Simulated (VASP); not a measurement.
Wanted: the native input for a VASP 6.6.1 run.

| Property | Result |
| --- | --- |
| Task | single point |
| Functional | LDA |
| Potentials or basis | VASP PAW LDA potentials, release 64 (Ba_sv, Cr_pv, F) |
| Cutoff | 520 eV |
| k mesh | 4 × 4 × 4 |
| Occupations | gaussian, width 0.05 eV |
| Spin | collinear spin, ferromagnetic start |
| Starting moments | [0.0, 1.86, 0.01, 0.03, 0.01, 0.01, 0.01, 0.03] μB |
| Fixed moment | 2.2 μB |
| Hubbard terms | Cr d U = 4.0 eV, J = 0.5 eV |
| Dipole correction | no |
| LDAUTYPE | 1 |
| Hund's J | 0.5 |
| Further INCAR settings | ALGO = Normal; EDIFF = 1e-06; NBANDS = 46 |

The structure of BaCrF6 lies in POSCAR:

```
BaCrF6
1.0
    3.6639988200      2.1154107000      2.3789998200
   -3.6639988200      2.1154107000      2.3789998200
    0.0000000000     -4.2308214000      2.3789998200
Ba Cr F
1 1 6
Direct
    0.5000000000      0.5000000000      0.5000000000
    0.0000000000      0.0000000000      0.0000000000
    0.2600000000      0.8970000000      0.2600000000
    0.2600000000      0.2600000000      0.8970000000
    0.8970000000      0.2600000000      0.2600000000
    0.7400000000      0.1030000000      0.7400000000
    0.1030000000      0.7400000000      0.7400000000
    0.7400000000      0.7400000000      0.1030000000
```

These files were run (other wordings do the same):

INCAR

```
ALGO     = Normal         # electronic algorithm
EDIFF    = 1E-6           # SCF threshold, eV
ENCUT    = 520            # plane-wave cutoff, eV
ISIF     = 2              # what is computed and relaxed
ISMEAR   = 0              # smearing method
ISPIN    = 2              # spin polarisation
LASPH    = True           # aspherical terms in the spheres
LCHARG   = False          # write CHGCAR
LDAU     = True           # DFT+U
LDAUJ    = 0 0.5 0      
LDAUL    = -1 2 -1        # shell
LDAUPRINT= 1            
LDAUTYPE = 1            
LDAUU    = 0 4 0          # U, eV
LMAXMIX  = 4              # l up to which the mixer works
LORBIT   = 11             # projections on sites
LREAL    = False          # projectors in reciprocal space
LWAVE    = False          # write WAVECAR
MAGMOM   = 0 1.86 0.01 0.03 0.01 0.01 0.01 0.03 # initial moments
NBANDS   = 46             # bands
NELM     = 150            # most SCF steps
NUPDOWN  = 2.2            # fixed moment
PREC     = Accurate       # precision mode
SIGMA    = 0.05           # smearing width, eV
```

KPOINTS

```
k-points
0
Gamma
  4 4 4
```

Potentials or basis: VASP PAW LDA potentials, release 64 (Ba_sv, Cr_pv, F).

Command:

```bash
$ cat potpaw_LDA.64/Ba_sv/POTCAR potpaw_LDA.64/Cr_pv/POTCAR potpaw_LDA.64/F/POTCAR > POTCAR
$ mpirun -np 1 vasp_std > vasp.out
```

It gave:

- Pressure: -2.3 GPa
- Largest force: 0.671 eV/Å
- Net moment: 2.20 μB per cell
- Site moments: Ba -0.00; Cr +2.03; F +0.01, +0.03 (each value once) μB
- Valence electrons inside the program's atomic spheres: Ba 7.78; Cr 10.83; F 6.06

Caveat: the total moment is fixed, so each spin has its own Fermi level; a cell with one magnetic atom can't hold antiferromagnetic order, which such compounds often take.

Wall time 12 min on 1 thread of AMD EPYC 7571 (shared host), peak memory 0.28 GiB.
